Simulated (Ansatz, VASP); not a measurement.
ZrB in VASP and in Ansatz

```
Zr B
1.0
     0.00000    2.64967    2.64967
     2.64967    0.00000    2.64967
     2.64967    2.64967    0.00000
Zr B
1 1
Direct
  0.25000 0.25000 0.25000
  0.00000 0.00000 0.00000
```

Alike in both runs: task single point; functional PBE; k mesh 6 × 6 × 6; occupations gaussian, width 0.1 eV; collinear spin.

|  | VASP | Ansatz |
| --- | --- | --- |
| version | VASP 6.6.1 | Ansatz 0.2.0 |
| potentials or method | VASP PAW PBE potentials, release 64 (Zr_sv, B), cutoff 520 eV | scalar-relativistic, plane waves, PAW |
| valence electrons in the cell | 15 | 15 |

|  | VASP | Ansatz | Ansatz less VASP |
| --- | --- | --- | --- |
| gap on the k mesh at the Fermi level (eV) | none | none | - |
| pressure (GPa) | -0.3 | -0.3 | -0.06 |
| net moment per atom (μB) | 0.00 | 0.00 | -0.001 |

A gap of «none» marks a metal or a gap that the smearing closes. Ansatz's warnings: seeded moment not kept.
